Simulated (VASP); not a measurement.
# LaSb (Fm-3m) in VASP: further runs

Runs on LaSb. Level: LDA. Tasks: single point.

Program: VASP 6.6.1. These are calculated values, not measurements. Logs are shortened: lines on timing, memory, paths and dates and some standing lists are left out, and cuts for length are marked.

## (1) The cell of the first run

The structure is cubic, space group Fm-3m (No. 225). The conventional cell has a = 6.603 Å, b = 6.603 Å, c = 6.603 Å, α = 90.00°, β = 90.00°, γ = 90.00°. Within 4.3 Å of La (site symmetry m-3m) lie 6 Sb at 3.30 Å. Sb (site symmetry m-3m) has 6 La at 3.30 Å within 4.3 Å.

## (2) Single point, LDA

INCAR

```
SYSTEM = LaSb
ALGO = Normal ; EDIFF = 1E-7
ENCUT = 520 ; GGA = CA
ISIF = 2 ; ISMEAR = -1
LASPH = .True. ; LCHARG = .False.
LREAL = .False. ; LWAVE = .False.
NBANDS = 15 ; NELM = 100
PREC = Accurate ; SIGMA = 0.1
```

KPOINTS

```
k-points
0
Gamma
  8 8 8
  0 0 0
```

POSCAR

```
LaSb
1.0
    0.0000000000      3.3016926563      3.3016926563
    3.3016926563      0.0000000000      3.3016926563
    3.3016926563      3.3016926563      0.0000000000
La Sb
1 1
Direct
    0.0000000000      0.0000000000      0.0000000000
    0.5000000000      0.5000000000      0.5000000000
```

Potentials or basis: VASP PAW LDA potentials, release 64 (La, Sb).

The run is started by

```
$ cat potpaw_LDA.64/La/POTCAR potpaw_LDA.64/Sb/POTCAR > POTCAR
$ mpirun -np 1 vasp_std > vasp.out
```

OUTCAR:

```text
SYSTEM = LaSb
   EDIFF = 1E-7
   ENCUT = 520
   GGA = CA
   ISIF = 2
   ISMEAR = -1
   LASPH = .True.
   LREAL = .False.
   NELM = 100
   PREC = Accurate

 ion  position               nearest neighbor table
   1  0.000  0.000  0.000-   2 3.30   2 3.30   2 3.30   2 3.30   2 3.30   2 3.30
   2  0.500  0.500  0.500-   1 3.30   1 3.30   1 3.30   1 3.30   1 3.30   1 3.30

  LATTYP: Found a face centered cubic cell.
 ALAT       =     6.6033853126

  Lattice vectors:

 A1 = (   0.0000000000,   3.3016926563,   3.3016926563)
 A2 = (   3.3016926563,   0.0000000000,   3.3016926563)
 A3 = (   3.3016926563,   3.3016926563,   0.0000000000)

Analysis of symmetry for initial positions (statically):
=====================================================================
 Subroutine PRICEL returns:
 Original cell was already a primitive cell.

 Routine SETGRP: Setting up the symmetry group for a
 face centered cubic supercell.

 Subroutine GETGRP returns: Found 48 space group operations
 (whereof 48 operations were pure point group operations)
 out of a pool of 48 trial point group operations.

The static configuration has the point symmetry O_h .

Analysis of symmetry for dynamics (positions and initial velocities):
=====================================================================
 Subroutine PRICEL returns:
 Original cell was already a primitive cell.

 Routine SETGRP: Setting up the symmetry group for a
 face centered cubic supercell.

 Subroutine GETGRP returns: Found 48 space group operations
 (whereof 48 operations were pure point group operations)
 out of a pool of 48 trial point group operations.

The dynamic configuration has the point symmetry O_h .

 Subroutine INISYM returns: Found 48 space group operations
 (whereof 48 operations are pure point group operations),
 and found     1 'primitive' translations

----------------------------------------------------------------------------------------

                                     Primitive cell

  volume of cell :      71.9847

  direct lattice vectors                    reciprocal lattice vectors
     0.000000000  3.301692656  3.301692656    -0.151437475  0.151437475  0.151437475
     3.301692656  0.000000000  3.301692656     0.151437475 -0.151437475  0.151437475
     3.301692656  3.301692656  0.000000000     0.151437475  0.151437475 -0.151437475

  length of vectors
     4.669298533  4.669298533  4.669298533     0.262297401  0.262297401  0.262297401

[... 89 lines left out ...]
   TEBEG  =    0.0;   TEEND  =   0.0 temperature during run
   PSTRESS=    0.0 pullay stress
   NELECT =      16.0000    total number of electrons
   NUPDOWN=      -1.0000    fix difference up-down
   EMIN   =  10.00;   EMAX   =-10.00  energy-range for DOS
   EFERMI =   0.00;   METHOD = LEGACY
   ISMEAR =    -1;   SIGMA  =   0.10  broadening in eV -4-tet -1-fermi 0-gaus
   EFERMI_NEDOS =   21; number of points for ismear=-14 and -15
   IALGO  =     38    algorithm
   IMIX   =      4    mixing-type and parameters
     AMIX     =   0.40;   BMIX     =  1.00
     AMIX_MAG =   1.60;   BMIX_MAG =  1.00
  volume/ion in A,a.u.               =      35.99       242.89
  Fermi-wavevector in a.u.,A,eV,Ry     =   0.991672  1.873989 13.380159  0.983414
  Thomas-Fermi vector in A             =   2.123430
   LORBIT       =      0    0 simple, 1 ext, 2 COOP (PROOUT), +10 PAW based schemes
   GGA     = CA    functional components
   LHFCALC =     F    Hartree Fock is set to
   AEXX    =    0.0000 exact exchange contribution
   IVDW    =     0    specifies the selected vdW correction
   LEPSILON=     F    determine dielectric tensor
   LRPA    =     F    only Hartree local field effects (RPA)
 non-spin polarized calculation
  energy-cutoff  :      520.00
  volume of cell :       71.98
 maximum number of plane-waves:      1964
   NGX = 17   NGY = 17   NGZ = 17

 number of electron      16.0000000 magnetization

 Free energy of the ion-electron system (eV)
  ---------------------------------------------------
  ext. energy  EPLUGINS =         0.00000000
  ---------------------------------------------------
  free energy    TOTEN  =       -12.81503777 eV

  energy without entropy =      -12.80418819  energy(sigma->0) =      -12.80961298

 E-fermi :   6.0585     XC(G=0):  -9.3953

 val. band max:        6.0085927852   @ k =   0.3750   0.3750   0.0000
 cond. band min:       6.1955573241   @ k =   0.0000   0.0000   0.0000
 fundamental gap:      0.1869645389
 Fermi energy:         6.0584931576

 k-point     1 :       0.0000    0.0000    0.0000
  band No.  band energies     occupation
      1     -26.5169      2.00000
      2     -10.1587      2.00000
      3     -10.1587      2.00000
      4     -10.1587      2.00000
      5      -2.7900      2.00000
      6       6.1956      0.40503
      7       6.1956      0.40503
      8       6.1956      0.40503
      9       7.2926      0.00001
     10       7.2926      0.00001
     11       7.2926      0.00001
     12       7.7135      0.00000
     13       7.9955      0.00000
     14       8.0101      0.00000
[... 401 lines left out ...]
      2     -10.3862      2.00000
      3     -10.2365      2.00000
      4     -10.1949      2.00000
      5      -1.8256      2.00000
      6       3.5004      2.00000
      7       4.6112      2.00000
      8       4.7039      2.00000
      9       7.5992      0.00000
     10       7.6811      0.00000
     11       7.8294      0.00000
     12       7.9125      0.00000
     13       7.9474      0.00000
     14       7.9897      0.00000
     15       8.0194      0.00000

 [... further k-points ...]

------------------------ aborting loop because EDIFF is reached ----------------------------------------

  FORCE on cell =-STRESS in cart. coord.  units (eV):
  Direction    XX          YY          ZZ          XY          YZ          ZX
  --------------------------------------------------------------------------------------
  -------------------------------------------------------------------------------------
  Total       -2.0891758     -2.0891758     -2.0891758     -0.0000000     -0.0000000      0.0000000
  in kB      -46.4992177    -46.4992177    -46.4992177     -0.0000000     -0.0000000      0.0000000
  external PRESSURE =     -46.4992177 kB  Pullay stress =       0.0000000 kB

 VOLUME and BASIS-vectors are now :
 -----------------------------------------------------------------------------
  energy-cutoff  :      520.00
  volume of cell :       71.98
      direct lattice vectors                 reciprocal lattice vectors
     0.000000000  3.301692656  3.301692656    -0.151437475  0.151437475  0.151437475
     3.301692656  0.000000000  3.301692656     0.151437475 -0.151437475  0.151437475
     3.301692656  3.301692656  0.000000000     0.151437475  0.151437475 -0.151437475

 POSITION                                       TOTAL-FORCE (eV/Angst)
 -----------------------------------------------------------------------------------
      0.00000      0.00000      0.00000        -0.000000      0.000000     -0.000000
      3.30169      3.30169      3.30169         0.000000     -0.000000      0.000000
 -----------------------------------------------------------------------------------
    total drift:                                0.000000      0.000000      0.000000

  FREE ENERGIE OF THE ION-ELECTRON SYSTEM (eV)
  ---------------------------------------------------
  free  energy   TOTEN  =       -12.8150377681 eV

  energy  without entropy=      -12.8041881923  energy(sigma->0) =      -12.80961298
```

stdout:

```text
POSCAR found type information on POSCAR LaSb
 POSCAR found :  2 types and       2 ions
 scaLAPACK will be used
 LDA part: xc-table for (Slater(with rela. corr.)+CA(PZ))
 , standard interpolation
 POSCAR, INCAR and KPOINTS ok, starting setup
 FFT: planning ... GRIDC
 FFT: planning ... GRID_SOFT
 FFT: planning ... GRID
 WAVECAR not read
 entering main loop
```

Wall time 33 s (1 thread of Intel Xeon Platinum 8375C at 2.90GHz (Ice Lake), shared host); peak memory 0.2 GiB.

Results:

```yaml
Free_energy: -12.8150 eV
Pressure: -4.6 GPa
Band_gap_on_the_k_mesh: zero (band 8 reaches 6.20 eV, above the bottom of band 9 at 5.87 eV)
```

Caveat: spin-orbit coupling is left out, which moves the levels of the heavy elements.

## (3) Single point, LDA

This run uses another cell than the first one, of 36.90 Å³/atom, 1.025 times its volume.

INCAR

```
SYSTEM = LaSb
PREC     = Accurate       ! precision mode
ENCUT    = 520            ! plane-wave cutoff, eV
EDIFF    = 1E-6           ! SCF threshold, eV
ISMEAR   = -1             ! smearing method
SIGMA    = 0.1            ! smearing width, eV
LREAL    = .FALSE.        ! projectors in reciprocal space
LASPH    = .TRUE.         ! aspherical terms in the spheres
NELM     = 100            ! most SCF steps
ALGO     = Normal         ! electronic algorithm
ISIF     = 2              ! what is computed and relaxed
LWAVE    = .FALSE.        ! write WAVECAR
LCHARG   = .TRUE.         ! write CHGCAR
LELF     = .TRUE.         ! ELF
LVHAR    = .TRUE.       
NBANDS   = 15             ! bands
```

KPOINTS

```
Automatic mesh
0
G
  8 8 8
  0 0 0
```

POSCAR

```
LaSb
1.0
    0.0000000000      3.3293231682      3.3293231682
    3.3293231682      0.0000000000      3.3293231682
    3.3293231682      3.3293231682      0.0000000000
La Sb
1 1
Direct
    0.0000000000      0.0000000000      0.0000000000
    0.5000000000      0.5000000000      0.5000000000
```

Potentials or basis: VASP PAW LDA potentials, release 64 (La, Sb).

The run is started by

```
$ cat potpaw_LDA.64/La/POTCAR potpaw_LDA.64/Sb/POTCAR > POTCAR
$ mpirun -np 1 vasp_std > vasp.out
```

Wall time 32 s (1 thread of Intel Xeon Platinum 8375C at 2.90GHz (Ice Lake), shared host); peak memory 0.2 GiB.

The run converged. Its results:

| Item | Value |
| --- | --- |
| Free energy | -12.7567 eV |
| Pressure | -5.6 GPa |
| Band gap on the k mesh | zero (band 8 reaches 5.96 eV, above the bottom of band 9 at 5.69 eV) |

Levels at points of the mesh, in eV from the Fermi level:
| k point | band 6 | band 7 | band 8 | band 9 | band 10 | band 11 |
| --- | --- | --- | --- | --- | --- | --- |
| (0.00, 0.00, 0.00) | 0.11 | 0.11 | 0.11 | 1.22 | 1.22 | 1.22 |
| (0.50, 0.00, 0.00) | -3.06 | -1.53 | -1.53 | 1.51 | 1.65 | 1.65 |
| (0.50, 0.50, 0.00) | -1.52 | -0.36 | -0.36 | -0.16 | 1.70 | 1.73 |

Caveat: spin-orbit coupling is left out, which moves the levels of the heavy elements.
